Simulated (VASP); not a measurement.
Set up this calculation in VASP 6.6.1, as the native input.

```
Task                   : single point
Functional             : PBEsol
Potentials or basis    : VASP PAW PBE potentials, release 64 (Hf_pv, N)
Cutoff                 : 520 eV
k mesh                 : 16 × 16 × 12
Occupations            : gaussian, width 0.1 eV
Spin                   : no spin polarisation
Dipole correction      : no
Further INCAR settings : ALGO = Normal; EDIFF = 1e-07; NBANDS = 23
```

The structure of HfN lies in POSCAR:

```
HfN
1.0
    2.2171048960      2.2171048960      0.0000000000
   -2.2171048960      2.2171048960      0.0000000000
    0.0000000000      0.0000000000      4.5216425325
Hf N
2 2
Direct
    0.0000000000      0.0000000000      0.0000000000
    0.5000000000      0.5000000000      0.5000000000
    0.5000000000      0.5000000000      0.0000000000
    0.0000000000      0.0000000000      0.5000000000
```

This cell differs from its parent crystal: biaxial strain in the a-b plane: -1.5 %, then relaxed in part.

The input as run:

INCAR

```
ALGO     = Normal         # electronic algorithm
EDIFF    = 1E-7           # SCF threshold, eV
ENCUT    = 520            # plane-wave cutoff, eV
GGA      = PS             # functional
ISIF     = 2              # what is computed and relaxed
ISMEAR   = 0              # smearing method
LASPH    = T              # aspherical terms in the spheres
LCHARG   = T              # write CHGCAR
LELF     = T              # ELF
LREAL    = F              # projectors in reciprocal space
LVHAR    = T            
LWAVE    = F              # write WAVECAR
NBANDS   = 23             # bands
NELM     = 100            # most SCF steps
PREC     = Accurate       # precision mode
SIGMA    = 0.1            # smearing width, eV
```

KPOINTS

```
k-points
0
Gamma
  16 16 12
```

Potentials or basis: VASP PAW PBE potentials, release 64 (Hf_pv, N).

Command:

```sh
$ cat potpaw_PBE.64/Hf_pv/POTCAR potpaw_PBE.64/N/POTCAR > POTCAR
$ mpirun -np 1 vasp_std > vasp.out
```

Results of the run:

The pressure is 5.8 GPa and the band gap on the k mesh is zero (band 15 reaches 11.99 eV, above the bottom of band 16 at 4.88 eV).

Caveat: the cell differs from its parent crystal (biaxial strain in the a-b plane: -1.5 %, then relaxed in part); the PAW data sets were made with another functional, which shifts forces and pressure a little; spin-orbit coupling is left out, which moves the levels of the heavy elements.

Wall time 90 s on 1 thread of Intel(R) Xeon(R) 6975P-C (Granite Rapids), with other jobs on the host, peak memory 0.37 GiB.
